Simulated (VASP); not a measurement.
# BN (P1) in VASP: a series of runs

The runs below take BN through single point, with PBE+D3(BJ).

Program: VASP 6.6.1. These are calculated values, not measurements. Logs are shortened: lines on timing, memory, paths and dates and some standing lists are left out, and cuts for length are marked.

## Step 1: The cell of the first run

The typed cell holds 8 atoms: a = 3.567 Å, b = 2.508 Å, c = 8.756 Å, α = 83.15°, β = 84.18°, γ = 69.42°.

## Step 2: Single point, PBE+D3(BJ) (the part above a cut slid along it)

Input file INCAR:

```
PREC     = Accurate       # precision mode
ENCUT    = 520            # plane-wave cutoff, eV
EDIFF    = 1E-6           # SCF threshold, eV
ISMEAR   = 0              # smearing method
SIGMA    = 0.05           # smearing width, eV
LREAL    = F              # projectors in reciprocal space
LASPH    = T              # aspherical terms in the spheres
NELM     = 80             # most SCF steps
ALGO     = Normal         # electronic algorithm
ISIF     = 2              # what is computed and relaxed
LWAVE    = F              # write WAVECAR
LCHARG   = T              # write CHGCAR
GGA      = PE             # functional
IVDW     = 12             # dispersion correction
LELF     = T              # ELF
LVHAR    = T            
NBANDS   = 26             # bands
```

Input file KPOINTS:

```
regular mesh
0
Gamma
  7 9 3
```

Input file POSCAR:

```
BN
1.0
    1.2538424667     -3.3394821656      0.0000000000
    2.5076849335      0.0000000000      0.0000000000
    1.0448687223     -0.5565803609      8.6753276438
B N
4 4
Direct
   -0.1388922395     -0.2777844790      0.8333534369
   -0.0138922395      0.4722155210      0.0833534369
   -0.0555589062     -0.1111178123      0.3333534369
   -0.0972255728      0.3055488544      0.5833534369
   -0.0277660930     -0.0555321860      0.1665965581
   -0.0694327597      0.3611344806      0.4165965581
   -0.1110994264     -0.2221988527      0.6665965581
   -0.1527660930      0.1944678140      0.9165965581
```

Potentials or basis: VASP PAW PBE potentials, release 64 (B, N).

Launch:

```sh
$ cat potpaw_PBE.64/B/POTCAR potpaw_PBE.64/N/POTCAR > POTCAR
$ mpirun -np 1 vasp_std > vasp.out
```

OUTCAR:

```text
PREC = Accurate
   ENCUT = 520
   EDIFF = 1E-6
   ISMEAR = 0
   LREAL = F
   LASPH = T
   NELM = 80
   ISIF = 2
   GGA = PE
   IVDW = 12
 IVDW          = 12

 ion  position               nearest neighbor table
   1  0.861  0.722  0.833-   7 1.45   8 1.45   8 1.45
   2  0.986  0.472  0.083-   5 1.45   5 1.45   8 1.87
   3  0.944  0.889  0.333-   5 1.45   6 1.45   6 1.45
   4  0.903  0.306  0.583-   6 1.45   7 1.45   7 1.45
   5  0.972  0.944  0.167-   3 1.45   2 1.45   2 1.45
   6  0.931  0.361  0.417-   4 1.45   3 1.45   3 1.45
   7  0.889  0.778  0.667-   1 1.45   4 1.45   4 1.45
   8  0.847  0.194  0.917-   1 1.45   1 1.45   2 1.87

  LATTYP: Found a triclinic cell.
 ALAT       =     3.5671083620
 B/A-ratio  =     2.6666761211
 C/A-ratio  =     0.7030021740
 COS(alpha) =     0.0219687401
 COS(beta)  =     0.3515010870
 COS(gamma) =     0.3911662328

  Lattice vectors:

 A1 = (  -1.2538424668,  -3.3394821656,   0.0000000000)
 A2 = (  -0.2089737445,  -3.8960625265,   8.6753276438)
 A3 = (  -2.5076849335,   0.0000000000,   0.0000000000)

Analysis of symmetry for initial positions (statically):
=====================================================================
 Subroutine PRICEL returns:
 Original cell was already a primitive cell.

 Routine SETGRP: Setting up the symmetry group for a
 triclinic supercell.

 Subroutine GETGRP returns: Found  1 space group operations
 (whereof  1 operations were pure point group operations)
 out of a pool of  2 trial point group operations.

The static configuration has the point symmetry C_1 .

Analysis of symmetry for dynamics (positions and initial velocities):
=====================================================================
 Subroutine PRICEL returns:
 Original cell was already a primitive cell.

 Routine SETGRP: Setting up the symmetry group for a
 triclinic supercell.

 Subroutine GETGRP returns: Found  1 space group operations
 (whereof  1 operations were pure point group operations)
 out of a pool of  2 trial point group operations.

The dynamic configuration has the point symmetry C_1 .

 Subroutine INISYM returns: Found  1 space group operations
 (whereof  1 operations are pure point group operations),
 and found     1 'primitive' translations

----------------------------------------------------------------------------------------

                                     Primitive cell

  volume of cell :      72.6504

  direct lattice vectors                    reciprocal lattice vectors
     1.253842467 -3.339482166  0.000000000     0.000000000 -0.299447624 -0.019211570
     2.507684934  0.000000000  0.000000000     0.398774179  0.149723812 -0.038423141
     1.044868722 -0.556580361  8.675327644     0.000000000  0.000000000  0.115269422

  length of vectors
     3.567108362  2.507684934  8.755731955     0.300063267  0.427684935  0.115269422

  position of ions in fractional coordinates (direct lattice)
     0.861107760  0.722215521  0.833353437
     0.986107760  0.472215521  0.083353437
     0.944441094  0.888882188  0.333353437
     0.902774427  0.305548854  0.583353437
     0.972233907  0.944467814  0.166596558
     0.930567240  0.361134481  0.416596558
     0.888900574  0.777801147  0.666596558
     0.847233907  0.194467814  0.916596558

  ion indices of the primitive-cell ions
   primitive index   ion index
                 1           1
                 2           2
                 3           3
                 4           4
                 5           5
                 6           6
                 7           7
                 8           8

----------------------------------------------------------------------------------------

 KPOINTS: regular mesh

Automatic generation of k-mesh.
 Grid dimensions read from file:
 generate k-points for:    7    9    3

 Generating k-lattice:

  Cartesian coordinates                     Fractional coordinates (reciprocal lattice)
     0.000000000 -0.042778232 -0.002744510     0.142857143  0.000000000  0.000000000
[... 52 lines left out ...]
  ---------------------------------------------------
  ext. energy  EPLUGINS =         0.00000000
  ---------------------------------------------------
  free energy    TOTEN  =       -66.56758763 eV

  energy without entropy =      -66.56758763  energy(sigma->0) =      -66.56758763

 E-fermi :   2.9969     XC(G=0): -10.1187

 val. band max:        2.7866232041   @ k =   0.1429   0.3333   0.0000
 cond. band min:       5.0092015622   @ k =   0.0000   0.4444   0.3333
 fundamental gap:      2.2225783581
 Fermi energy:         2.9968525139

 k-point     1 :       0.0000    0.0000    0.0000
  band No.  band energies     occupation
      1     -15.5881      2.00000
      2     -14.4286      2.00000
      3     -13.9961      2.00000
      4     -12.0737      2.00000
      5      -6.6464      2.00000
      6      -3.0701      2.00000
[... 18 lines left out ...]
     25      13.6480      0.00000
     26      13.8546      0.00000

 k-point     2 :       0.1429    0.0000   -0.0000
  band No.  band energies     occupation
      1     -15.5366      2.00000
      2     -14.3857      2.00000
      3     -13.9480      2.00000
      4     -12.0447      2.00000
      5      -6.6011      2.00000
      6      -3.0836      2.00000
[... 18 lines left out ...]
     25      13.7883      0.00000
     26      13.9761      0.00000

 k-point     3 :       0.2857    0.0000   -0.0000
  band No.  band energies     occupation
      1     -15.4167      2.00000
      2     -14.2857      2.00000
      3     -13.8369      2.00000
      4     -11.9784      2.00000
      5      -6.4981      2.00000
      6      -3.3560      2.00000
[... 572 lines left out ...]
 k-point    23 :      -0.4286    0.3333   -0.0000
  band No.  band energies     occupation
      1     -13.9313      2.00000
      2     -13.0660      2.00000
      3     -12.4035      2.00000
      4     -11.1665      2.00000
      5      -6.0196      2.00000
      6      -5.5010      2.00000
[... 18 lines left out ...]
     25      15.6403      0.00000
     26      15.9713      0.00000

 k-point    24 :      -0.2857    0.3333    0.0000
  band No.  band energies     occupation
      1     -13.9170      2.00000
      2     -13.0490      2.00000
      3     -12.3995      2.00000
      4     -11.1627      2.00000
      5      -6.0158      2.00000
      6      -5.4822      2.00000
[... 18 lines left out ...]
     25      15.5971      0.00000
     26      16.1924      0.00000

 [... further k-points ...]

------------------------ aborting loop because EDIFF is reached ----------------------------------------

 Edisp (eV)   -1.12119

 E8    (eV) :    -0.3287

  FORCE on cell =-STRESS in cart. coord.  units (eV):
  Direction    XX          YY          ZZ          XY          YZ          ZX
  --------------------------------------------------------------------------------------
  -------------------------------------------------------------------------------------
  Total      -5.94029    -0.66336     5.42576     1.96796    -1.19523    -6.04508
  in kB    -131.00278   -14.62929   119.65571    43.39984   -26.35863  -133.31366
  external pressure =       -8.66 kB  Pullay stress =        0.00 kB

 VOLUME and BASIS-vectors are now :
 -----------------------------------------------------------------------------
  energy-cutoff  :      520.00
  volume of cell :       72.65
      direct lattice vectors                 reciprocal lattice vectors
     1.253842467 -3.339482166  0.000000000     0.000000000 -0.299447624 -0.019211570
     2.507684934  0.000000000  0.000000000     0.398774179  0.149723812 -0.038423141
     1.044868722 -0.556580361  8.675327644     0.000000000  0.000000000  0.115269422

 POSITION                                       TOTAL-FORCE (eV/Angst)
 -----------------------------------------------------------------------------------
      3.76153     -3.33948      7.22961        -0.405681     -0.080506     -0.266326
      2.50768     -3.33948      0.72312        -2.735773      1.639950     -0.509450
      3.76153     -3.33948      2.89195        -0.216429     -0.355177      0.781577
      2.50768     -3.33948      5.06078        -0.032603      0.056333      0.446608
      3.76153     -3.33948      1.44528        -0.361676     -1.220838      1.231226
      2.50768     -3.33948      3.61411        -0.001640      0.089353     -0.463287
      3.76153     -3.33948      5.78294         0.275675      0.098821     -0.657088
      2.50768     -3.33948      7.95178         3.478128     -0.227936     -0.563259
 -----------------------------------------------------------------------------------
    total drift:                                0.000161      0.000007     -0.000478

  FREE ENERGIE OF THE ION-ELECTRON SYSTEM (eV)
  ---------------------------------------------------
  free  energy   TOTEN  =       -67.6887757677 eV

  energy  without entropy=      -67.6887757677  energy(sigma->0) =      -67.68877577
```

Run time: 3 min. Hardware: 1 thread of AMD EPYC 7R13 (Zen 3), shared host; peak memory 0.25 GiB.

What came out:

```yaml
Free_energy: -67.6888 eV
Pressure: -0.9 GPa
Largest_force: 3.531 eV/Å
Band_gap_on_the_k_mesh: 2.22 eV (least direct gap 2.35 eV)
Dispersion_energy_per_atom: -0.140 eV
```

Forces on the atoms (eV/Å):
```
B   -0.406 -0.081 -0.266
B   -2.736  1.640 -0.509
B   -0.216 -0.355  0.782
B   -0.033  0.056  0.447
N   -0.362 -1.221  1.231
N   -0.002  0.089 -0.463
N    0.276  0.099 -0.657
N    3.478 -0.228 -0.563
```

Caveat: the cell differs from its parent crystal (the part above a cut slid along it); the stress differs along the axes, from -13 to 12 GPa; forces of over 1 eV/Å act on the atoms, so gaps and moduli don't describe the material at rest. A k mesh can miss the band edges.

## Step 3: Single point, PBE+D3(BJ) (the part above a cut slid along it)

Input file INCAR:

```
SYSTEM = BN
  PREC = Accurate
  ENCUT = 520
  EDIFF = 1E-7
  ISMEAR = 0
  SIGMA = 0.05
  LREAL = .False.
  LASPH = .True.
  NELM = 80
  ALGO = Normal
  ISIF = 2
  LWAVE = .False.
  LCHARG = .False.
  GGA = PE
  IVDW = 12
  NBANDS = 26
```

Input file KPOINTS:

```
regular mesh
0
Gamma
  7 9 3
  0 0 0
```

Input file POSCAR:

```
BN
1.0
    1.2538424667     -3.3394821656      0.0000000000
    2.5076849335      0.0000000000      0.0000000000
    1.8807637001     -0.5565803609      8.6753276438
B N
4 4
Direct
   -0.1388922395     -0.5555689579      0.8333534369
   -0.0138922395      0.4444310421      0.0833534369
   -0.0555589062     -0.2222356246      0.3333534369
   -0.0972255728      0.1110977087      0.5833534369
   -0.0277660930     -0.1110643721      0.1665965581
   -0.0694327597      0.2222689613      0.4165965581
   -0.1110994264     -0.4443977054      0.6665965581
   -0.1527660930     -0.1110643721      0.9165965581
```

Potentials or basis: VASP PAW PBE potentials, release 64 (B, N).

Launch:

```sh
$ cat potpaw_PBE.64/B/POTCAR potpaw_PBE.64/N/POTCAR > POTCAR
$ mpirun -np 1 vasp_std > vasp.out
```

Wall time 3.3 min (1 thread of AMD EPYC 7R13 (Zen 3), shared host); peak memory 0.24 GiB.

It converged, with:

```yaml
Free_energy: -69.5101 eV
Pressure: -2.3 GPa
Largest_force: 4.783 eV/Å
Band_gap_on_the_k_mesh: 3.04 eV (least direct gap 3.29 eV)
Dispersion_energy_per_atom: -0.140 eV
```

Forces in eV/Å, atoms in the order of the input:
```
B    0.472 -0.007 -0.032
B    3.560  2.471 -1.271
B    0.281 -0.320  0.433
B    0.041  0.056  0.289
N    0.458 -1.066  0.264
N   -0.001  0.068 -0.303
N   -0.342  0.157 -0.407
N   -4.469 -1.360  1.028
```

Stress tensor (GPa, compression positive):
```
-6.18 -5.63 17.20
-5.63 -1.99  0.46
17.20  0.46  1.26
```

Levels at points of the mesh, in eV from the valence-band top:
```
           k point  band 14  band 15  band 16  band 17  band 18  band 19
(0.00, 0.00, 0.00)    -1.94    -1.01    -0.36     4.45     5.72     6.74
```

Caveat: the cell differs from its parent crystal (the part above a cut slid along it); the stress differs along the axes, from -6 to 1 GPa; forces of over 1 eV/Å act on the atoms, so gaps and moduli don't describe the material at rest. A k mesh can miss the band edges.

## Step 4: Single point, PBE+D3(BJ) (the part above a cut slid along it)

Input file INCAR:

```
SYSTEM = BN
PREC     = Accurate       ! precision mode
ENCUT    = 520            ! plane-wave cutoff, eV
EDIFF    = 1E-6           ! SCF threshold, eV
ISMEAR   = 0              ! smearing method
SIGMA    = 0.05           ! smearing width, eV
LREAL    = .False.        ! projectors in reciprocal space
LASPH    = .True.         ! aspherical terms in the spheres
NELM     = 60             ! most SCF steps
ALGO     = Normal         ! electronic algorithm
ISIF     = 2              ! what is computed and relaxed
LWAVE    = .False.        ! write WAVECAR
LCHARG   = .False.        ! write CHGCAR
GGA      = PE             ! functional
IVDW     = 12             ! dispersion correction
NBANDS   = 26             ! bands
```

Input file KPOINTS:

```
Automatic mesh
0
Gamma
  7 9 3
  0 0 0
```

Input file POSCAR:

```
BN
1.0
    1.2538424667     -3.3394821656      0.0000000000
    2.5076849335      0.0000000000      0.0000000000
    0.8358949778     -1.1131607219      8.6753276438
B N
4 4
Direct
   -0.2777844790     -0.1388922395      0.8333534369
   -0.0277844790      0.4861077605      0.0833534369
   -0.1111178123     -0.0555589061      0.3333534369
   -0.1944511456      0.4027744272      0.5833534369
   -0.0555321860     -0.0277660930      0.1665965581
   -0.1388655194      0.4305672403      0.4165965581
   -0.2221988527     -0.1110994263      0.6665965581
   -0.3055321860      0.3472339070      0.9165965581
```

Launch:

```sh
$ cat potpaw_PBE.64/B/POTCAR potpaw_PBE.64/N/POTCAR > POTCAR
$ mpirun -np 1 vasp_std > vasp.out
```

It took 2.8 min on 1 thread of AMD EPYC 7R13 (Zen 3), shared host; peak memory 0.25 GiB.

The run converged. Its results:

```yaml
Free_energy: -68.1026 eV
Pressure: -3.8 GPa
Largest_force: 2.886 eV/Å
Band_gap_on_the_k_mesh: 2.33 eV (least direct gap 2.42 eV)
Dispersion_energy_per_atom: -0.143 eV
```

Forces in eV/Å, atoms in the order of the input:
```
B   -0.397 -0.156  0.299
B   -2.091  1.877 -0.154
B   -0.167 -0.380  0.619
B   -0.028  0.066  0.425
N   -0.254 -1.008 -0.743
N    0.002  0.081 -0.503
N    0.214  0.146 -0.675
N    2.721 -0.627  0.730
```

Stress tensor (GPa, compression positive):
```
-6.20  8.34 -9.93
 8.34 -6.21 -1.17
-9.93 -1.17  0.96
```

Levels at points of the mesh, in eV from the valence-band top:
```tsv
k point	band 14	band 15	band 16	band 17	band 18	band 19
(0.00, 0.00, 0.00)	-1.83	-1.21	-0.45	3.36	5.43	6.62
```

Caveat: the cell differs from its parent crystal (the part above a cut slid along it); the stress differs along the axes, from -6 to 1 GPa; forces of over 1 eV/Å act on the atoms, so gaps and moduli don't describe the material at rest. A k mesh can miss the band edges.

## Step 5: Single point, PBE+D3(BJ) (the part above a cut slid along it)

Input file INCAR:

```
ALGO     = Normal         # electronic algorithm
EDIFF    = 1E-6           # SCF threshold, eV
ENCUT    = 520            # plane-wave cutoff, eV
GGA      = PE             # functional
ISIF     = 2              # what is computed and relaxed
ISMEAR   = 0              # smearing method
IVDW     = 12             # dispersion correction
LASPH    = True           # aspherical terms in the spheres
LCHARG   = True           # write CHGCAR
LELF     = True           # ELF
LREAL    = False          # projectors in reciprocal space
LVHAR    = True         
LWAVE    = False          # write WAVECAR
NBANDS   = 26             # bands
NELM     = 60             # most SCF steps
PREC     = Accurate       # precision mode
SIGMA    = 0.05           # smearing width, eV
```

Input file KPOINTS:

```
k-points
0
Gamma
  7 9 3
```

Input file POSCAR:

```
BN
1.0
    1.2538424667     -3.3394821656      0.0000000000
    2.5076849335      0.0000000000      0.0000000000
    1.4628162112     -1.6697410828      8.6753276438
B N
4 4
Direct
   -0.4166767184     -0.2777844790      0.8333534369
   -0.0416767184      0.4722155210      0.0833534369
   -0.1666767184     -0.1111178123      0.3333534369
   -0.2916767184      0.3055488544      0.5833534369
   -0.0832982790     -0.0555321860      0.1665965581
   -0.2082982790      0.3611344806      0.4165965581
   -0.3332982790     -0.2221988527      0.6665965581
   -0.4582982790      0.1944678140      0.9165965581
```

Launch:

```sh
$ cat potpaw_PBE.64/B/POTCAR potpaw_PBE.64/N/POTCAR > POTCAR
$ mpirun -np 1 vasp_std > vasp.out
```

Run time: 3.2 min. Hardware: 1 thread of AMD EPYC 7R13 (Zen 3), shared host; peak memory 0.24 GiB.

Results (log left out):

| Property | Result |
| --- | --- |
| Free energy | -68.1080 eV |
| Pressure | -4.8 GPa |
| Largest force | 1.870 eV/Å |
| Band gap on the k mesh | 2.11 eV (least direct gap 2.35 eV) |
| Dispersion energy per atom | -0.149 eV |

Forces in eV/Å, atoms in the order of the input:
```
B    0.038  0.172  0.445
B    0.106 -1.728  0.188
B    0.011  0.042  0.607
B    0.002 -0.026  0.387
N    0.075  0.083 -1.445
N    0.003  0.006 -0.507
N   -0.016 -0.121 -0.664
N   -0.218  1.572  0.988
```

Stress tensor (GPa, compression positive):
```
-2.86 -4.73  0.84
-4.73 -9.39 -4.49
 0.84 -4.49 -2.03
```

Levels at points of the mesh, in eV from the valence-band top:
| k point | band 13 | band 14 | band 15 | band 16 | band 17 | band 18 | band 19 | band 20 |
| --- | --- | --- | --- | --- | --- | --- | --- | --- |
| (0.00, 0.00, 0.00) | -1.86 | -1.77 | -1.31 | -0.65 | 2.74 | 5.34 | 6.49 | 6.86 |

Caveat: the cell differs from its parent crystal (the part above a cut slid along it); the stress differs along the axes, from -9 to -2 GPa; forces of over 1 eV/Å act on the atoms, so gaps and moduli don't describe the material at rest. A k mesh can miss the band edges.

## Step 6: Overview

| cell | gap on the mesh (eV) | pressure (GPa) | largest force (eV/Å) |
| --- | --- | --- | --- |
| a = 3.567, b = 2.508, c = 8.756 Å, angles 83.1, 84.2, 69.4°, 8 atoms | 2.22 | -0.9 | 3.53 |
| a = 3.567, b = 2.508, c = 8.894 Å, angles 77.8, 82.4, 69.4°, 8 atoms | 3.04 | -2.3 | 4.78 |
| a = 3.567, b = 2.508, c = 8.786 Å, angles 84.5, 81.3, 69.4°, 8 atoms | 2.33 | -3.8 | 2.89 |
| a = 3.567, b = 2.508, c = 8.955 Å, angles 80.6, 76.6, 69.4°, 8 atoms | 2.11 | -4.8 | 1.87 |

Alike in all rows: task single point; level PBE+D3(BJ); potentials or basis VASP PAW PBE potentials, release 64 (B, N); no spin polarisation; k mesh 7 × 9 × 3; cutoff (eV) 520; smearing gaussian 0.05 eV.

Caveats: forces of over 1 eV/Å act on the atoms, so gaps and moduli don't describe the material at rest; the stress differs along the axes, from -6 to 1 GPa (at least some runs); the stress differs along the axes, from -13 to 12 GPa (at least some runs); the stress differs along the axes, from -9 to -2 GPa (at least some runs).

Total energies depend on the potentials used, so only differences within one code and one set of settings carry meaning.
